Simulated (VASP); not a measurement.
The system is MgGeSb2.

```
Mg Sb Ge
1.0
     4.46602    0.00000    0.00000
     0.00000    4.46602    0.00000
     0.00000    0.00000    6.51101
Mg Sb Ge
1 2 1
Cartesian
  0.0000 0.0000 0.0000
  0.0000 2.2330 1.6863
  2.2330 0.0000 4.8247
  2.2330 2.2330 3.2555
```

- Program: VASP 6.6.1
- Task: relaxation of cell and atoms
- Functional: PBEsol
- Potentials or basis: VASP PAW PBE potentials, release 64 (Mg, Sb, Ge_d)
- Cutoff: 600 eV
- k mesh: 6 × 6 × 4
- Occupations: fermi-dirac, width 0.02 eV
- Spin: no spin polarisation

At the start: pressure -1.5 GPa; volume 32.47 Å³/atom.

Where does the relaxation end?

Over 9 steps the energy falls by 6.5 meV/atom and the volume is 31.24 Å³/atom (-3.8 %); space group P-4m2 (No. 115, to 0.1 Å) before and after.

Step by step:
```csv
step,energy change (eV),largest force (eV/Å),pressure (GPa),volume (Å³)
1,0.0000,0.1101,-1.54,129.86
2,-0.0243,0.0105,0.33,124.09
3,-0.0251,0.0268,0.07,124.94
4,-0.0250,0.0301,-0.05,125.12
5,-0.0253,0.0246,-0.05,125.12
6,-0.0258,0.0080,-0.08,125.10
7,-0.0258,0.0028,-0.05,125.10
8,-0.0258,0.0033,0.03,124.79
9,-0.0258,0.0003,0.01,124.94
```

Final structure:
```
Mg Sb Ge
1.0
     4.39421    0.00000    0.00000
     0.00000    4.39421    0.00000
     0.00000    0.00000    6.47073
Mg Sb Ge
1 2 1
Direct
  0.00000 0.00000 0.00000
  0.00000 0.50000 0.26065
  0.50000 0.00000 0.73935
  0.50000 0.50000 0.50000
```

Caveat: the PAW data sets were made with another functional, which shifts forces and pressure a little.
